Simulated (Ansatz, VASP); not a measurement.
## Ni in VASP and in Ansatz

```
Ni
1.0
    -1.42824    1.40024    1.42824
     1.37224   -1.40024    1.37224
     1.42824    1.40024   -1.42824
Ni
1
Direct
  0.00000 0.00000 0.00000
```

Change from the starting cell: strain -0.0400 x Voigt [0, 0, 0, 0, 1, 0], atoms carried along.

Alike in both runs: task single point; functional PBE; k mesh 30 × 30 × 30; occupations gaussian, width 0.15 eV; collinear spin.

|  | VASP | Ansatz |
| --- | --- | --- |
| version | VASP 6.6.1 | Ansatz 0.2.0 |
| potentials or method | VASP PAW PBE potentials, release 64 (Ni), cutoff 520 eV | scalar-relativistic, plane waves, PAW |
| valence electrons in the cell | 10 | 18 |

|  | VASP | Ansatz | Ansatz less VASP |
| --- | --- | --- | --- |
| gap on the k mesh at the Fermi level (eV) | none | none | - |
| pressure (GPa) | 0.3 | 0.5 | +0.19 |
| traceless stress, the component that is largest in VASP (GPa) | 6.02 | 6.15 | +0.135 |
| net moment per atom (μB) | 0.55 | 0.56 | +0.012 |
| size of the moment on the site where the two differ most (μB) | 0.56 | 0.59 | +0.034 |

Site moments also hang on the region over which each program counts them. A gap of «none» marks a metal or a gap that the smearing closes. VASP's potentials hold 10 valence electrons a cell and Ansatz's 18, so a difference there can come from the potentials and not from the codes.
